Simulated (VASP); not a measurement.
Set up this calculation in VASP 6.6.1, as the native input.

| Quantity | Value |
| --- | --- |
| Task | single point |
| Functional | r2SCAN |
| Potentials or basis | VASP PAW PBE potentials, release 64 (Au) |
| Cutoff | 520 eV |
| k mesh | 15 × 16 × 15 |
| Occupations | gaussian, width 0.1 eV |
| Spin | no spin polarisation |
| Dipole correction | no |
| Further INCAR settings | ALGO = Normal; EDIFF = 1e-07; NBANDS = 12 |

The system is Au.

```
Au
1.0
    -0.04177    1.95347    2.18363
     2.02130    0.08375    2.05811
     2.13229    1.93894   -0.02724
Au
1
Direct
  0.00000 0.00000 0.00000
```

One way to write it, as run:

POSCAR

```
Au
1.0
   -0.0417739400      1.9534674600      2.1836343100
    2.0212981700      0.0837522500      2.0581081200
    2.1322925200      1.9389356200     -0.0272421100
Au
1
Direct
    0.0000000000      0.0000000000      0.0000000000
```

INCAR.step1

```
SYSTEM = Au
ALGO     = Normal         ! electronic algorithm
EDIFF    = 1E-4           ! SCF threshold, eV
ENCUT    = 520            ! plane-wave cutoff, eV
GGA      = PE             ! functional
ISMEAR   = 0              ! smearing method
LASPH    = .TRUE.         ! aspherical terms in the spheres
LCHARG   = .FALSE.        ! write CHGCAR
LREAL    = .FALSE.        ! projectors in reciprocal space
LWAVE    = .TRUE.         ! write WAVECAR
NBANDS   = 12             ! bands
NELM     = 60             ! most SCF steps
PREC     = Accurate       ! precision mode
SIGMA    = 0.1            ! smearing width, eV
```

INCAR.step2

```
SYSTEM = Au
ALGO     = Normal         ! electronic algorithm
EDIFF    = 1E-7           ! SCF threshold, eV
ENCUT    = 520            ! plane-wave cutoff, eV
ISIF     = 2              ! what is computed and relaxed
ISMEAR   = 0              ! smearing method
ISTART   = 1            
LASPH    = .TRUE.         ! aspherical terms in the spheres
LCHARG   = .FALSE.        ! write CHGCAR
LMIXTAU  = .TRUE.       
LREAL    = .FALSE.        ! projectors in reciprocal space
LWAVE    = .FALSE.        ! write WAVECAR
METAGGA  = R2SCAN         ! meta-GGA
NBANDS   = 12             ! bands
NELM     = 60             ! most SCF steps
PREC     = Accurate       ! precision mode
SIGMA    = 0.1            ! smearing width, eV
```

KPOINTS

```
k-points
0
G
  15 16 15
  0 0 0
```

Potentials or basis: VASP PAW PBE potentials, release 64 (Au).

The run is started by

```console
$ cat potpaw_PBE.64/Au/POTCAR > POTCAR
$ cp INCAR.step1 INCAR
$ mpirun -np 1 vasp_std > vasp.out
$ cp INCAR.step2 INCAR
$ mpirun -np 1 vasp_std > vasp.out
```

It gave:

The pressure is 6.7 GPa.

Caveat: the PAW data sets were made with another functional, which shifts forces and pressure a little.

Run time: 6 min on 1 thread of Intel(R) Xeon(R) 6975P-C (Granite Rapids) (shared host), peak memory 0.45 GiB.
